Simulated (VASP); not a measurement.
Input of a VASP 6.6.1 run:

INCAR

```
SYSTEM = Ti
ALGO = Normal ; EDIFF = 1E-6
ENCUT = 520 ; ISIF = 2
ISMEAR = -1 ; LASPH = .TRUE.
LCHARG = .FALSE. ; LREAL = .FALSE.
LWAVE = .FALSE. ; NBANDS = 12
NELM = 60 ; PREC = Accurate
SIGMA = 0.05
```

KPOINTS

```
k-points
0
G
  15 15 15
  0 0 0
```

POSCAR

```
Ti
1.0
    2.4156108659      0.0000000000      0.0000000000
    0.0000000000      2.4156108659      0.0000000000
    0.0000000000      0.0000000000      2.4156108659
Ti
1
Direct
    0.0000000000      0.0000000000      0.0000000000
```

Potentials or basis: VASP PAW LDA potentials, release 64 (Ti_sv).

Command:

```console
$ cat potpaw_LDA.64/Ti_sv/POTCAR > POTCAR
$ mpirun -np 1 vasp_std > vasp.out
```

**Question.** Estimate the band gap on the k mesh.

**Answer.** Zero (band 6 reaches 11.09 eV, above the bottom of band 7 at 8.32 eV).

**Question.** Predict the pressure.

**Answer.** 20.1 GPa.
